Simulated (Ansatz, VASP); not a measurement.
# MgZn2TeSe2 in VASP and in Ansatz

The input INCAR:

```
PREC = Accurate
ENCUT = 520
EDIFF = 1E-6
ISMEAR = 0
SIGMA = 0.1
LREAL = False
LASPH = True
NELM = 60
ALGO = Normal
ISIF = 2
LWAVE = False
LCHARG = False
GGA = PE
NBANDS = 31
```

The input KPOINTS:

```
regular mesh
0
Gamma
  4 4 4
```

Contents of POSCAR:

```
MgZn2TeSe2
1.0
    4.5428559400      0.0000000000      0.0000000000
    0.0000000000      4.5428559400      0.0000000000
    0.0000000000      0.0000000000      5.9774020500
Mg Zn Te Se
1 2 1 2
Direct
    0.0000000000      0.0000000000      0.5000000000
    0.5000000000      0.5000000000      0.2707569900
    0.5000000000      0.5000000000      0.7292430100
    0.0000000000      0.0000000000      0.0000000000
    0.0000000000      0.5000000000      0.0000000000
    0.5000000000      0.0000000000      0.0000000000
```

Input for Ansatz:

```yaml
crystal:
  lattice:
    - [4.54285594, 0.0, 0.0]
    - [0.0, 4.54285594, 0.0]
    - [0.0, 0.0, 5.97740205]
  atoms:
    - { symbol: Mg, position: [0.0, 0.0, 0.5] }
    - { symbol: Zn, position: [0.5, 0.5, 0.27075699] }
    - { symbol: Zn, position: [0.5, 0.5, 0.72924301] }
    - { symbol: Te, position: [0.0, 0.0, 0.0] }
    - { symbol: Se, position: [0.0, 0.5, 0.0] }
    - { symbol: Se, position: [0.5, 0.0, 0.0] }
basis:
  ecutwfc: 420
kpoints:
  mp_grid: { grid: [4, 4, 4] }
hamiltonian:
  xc: pbe
scf:
  occupations: { method: gaussian, width: 0.1 }
  lower_state_search: "off"
output:
  forces: true
  stress: true
  eigenvalues: true
```

Change from the starting cell: species swapped into the DyCr2Si2C type (P4/mmm, No. 123).

Alike in both runs: task single point; functional PBE; k mesh 4 × 4 × 4; occupations gaussian, width 0.1 eV; no spin polarisation.

```csv
,VASP,Ansatz
version,VASP 6.6.1,Ansatz 0.2.0
potentials or method,"VASP PAW PBE potentials, release 64 (Mg, Zn, Te, Se), cutoff 520 eV","scalar-relativistic, plane waves, PAW"
valence electrons in the cell,44,82
```

|  | VASP | Ansatz | Ansatz less VASP |
| --- | --- | --- | --- |
| gap on the k mesh at the Fermi level (eV) | none | none | - |
| rms of the force components (eV/Å) | 0.276 | 0.269 | -0.0065 |

Atom by atom the forces differ by 0.007 eV/Å (rms over components). A gap of «none» marks a metal or a gap that the smearing closes. VASP's potentials hold 44 valence electrons a cell and Ansatz's 82, so a difference there can come from the potentials and not from the codes.

Spin-orbit coupling is off throughout.
